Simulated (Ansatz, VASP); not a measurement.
BaHfO3: VASP beside Ansatz

Contents of POSCAR:

```
BaHfO3
1.0
    4.0099764200      0.0000000000      0.0000000000
    0.0000000000      4.0099764200      0.0000000000
    0.0000000000      0.0000000000      4.2730220947
Ba Hf O
1 1 3
Direct
    0.0000000000      0.0000000000      0.0000000000
    0.5000000000      0.5000000000      0.5000000000
    0.5000000000      0.5000000000      0.0000000000
    0.5000000000      0.0000000000      0.5000000000
    0.0000000000      0.5000000000      0.5000000000
```

Contents of INCAR.step1:

```
SYSTEM = BaHfO3
ALGO     = Normal         ! electronic algorithm
EDIFF    = 1E-4           ! SCF threshold, eV
ENCUT    = 520            ! plane-wave cutoff, eV
GGA      = PE             ! functional
ISMEAR   = 0              ! smearing method
LASPH    = .TRUE.         ! aspherical terms in the spheres
LCHARG   = .FALSE.        ! write CHGCAR
LREAL    = .FALSE.        ! projectors in reciprocal space
LWAVE    = .TRUE.         ! write WAVECAR
NBANDS   = 27             ! bands
NELM     = 100            ! most SCF steps
PREC     = Accurate       ! precision mode
SIGMA    = 0.01           ! smearing width, eV
```

INCAR.step2

```
SYSTEM = BaHfO3
ALGO     = Normal         ! electronic algorithm
EDIFF    = 1E-7           ! SCF threshold, eV
ENCUT    = 520            ! plane-wave cutoff, eV
ISIF     = 2              ! what is computed and relaxed
ISMEAR   = 0              ! smearing method
ISTART   = 1            
LASPH    = .TRUE.         ! aspherical terms in the spheres
LCHARG   = .TRUE.         ! write CHGCAR
LELF     = .TRUE.         ! ELF
LMIXTAU  = .TRUE.       
LREAL    = .FALSE.        ! projectors in reciprocal space
LVHAR    = .TRUE.       
LWAVE    = .FALSE.        ! write WAVECAR
METAGGA  = R2SCAN         ! meta-GGA
NBANDS   = 27             ! bands
NELM     = 100            ! most SCF steps
PREC     = Accurate       ! precision mode
SIGMA    = 0.01           ! smearing width, eV
```

File KPOINTS:

```
k-points
0
G
  6 6 6
  0 0 0
```

Input for Ansatz:

```yaml
crystal:
  lattice:
    - [4.00997642, 0.0, 0.0]
    - [0.0, 4.00997642, 0.0]
    - [0.0, 0.0, 4.2730220947]
  atoms:
    - { symbol: Ba, position: [0.0, 0.0, 0.0] }
    - { symbol: Hf, position: [0.5, 0.5, 0.5] }
    - { symbol: O, position: [0.5, 0.5, 0.0] }
    - { symbol: O, position: [0.5, 0.0, 0.5] }
    - { symbol: O, position: [0.0, 0.5, 0.5] }
kpoints:
  mp_grid: { grid: [6, 6, 6] }
  band_path:
    path: [[0.0, 0.0, 0.0], [0.0, 0.5, 0.0], [0.5, 0.5, 0.0], [0.5, 0.5, 0.5]]
    npoints: 1
hamiltonian:
  xc: r2scan
scf:
  occupations: { method: fixed }
  n_extra_bands: 5
output:
  forces: true
  stress: true
  eigenvalues: true
```

Change from the starting cell: epitaxial_xy strain -4.0%.

Alike in both runs: task single point; functional r2SCAN; k mesh 6 × 6 × 6; no spin polarisation.

|  | VASP | Ansatz |
| --- | --- | --- |
| version | VASP 6.6.1 | Ansatz 0.2.0 |
| potentials or method | VASP PAW PBE potentials, release 64 (Ba_sv, Hf_pv, O) | plane waves, PAW |
| plane-wave cutoff (eV) | 520 | 500 |
| occupations | gaussian, width 0.01 eV | fixed |
| valence electrons in the cell | 38 | 54 |

|  | VASP | Ansatz | Ansatz less VASP |
| --- | --- | --- | --- |
| gap on the k mesh at the Fermi level (eV) | 4.04 | 4.12 | +0.085 |
| pressure (GPa) | 12.2 | 12.8 | +0.58 |
| traceless stress, the component that is largest in VASP (GPa) | -12.67 | -12.78 | -0.105 |

VASP's potentials were made for PBE, not for r2SCAN. VASP's potentials hold 38 valence electrons a cell and Ansatz's 54, so a difference there can come from the potentials and not from the codes.

Neither program's run includes spin-orbit coupling.
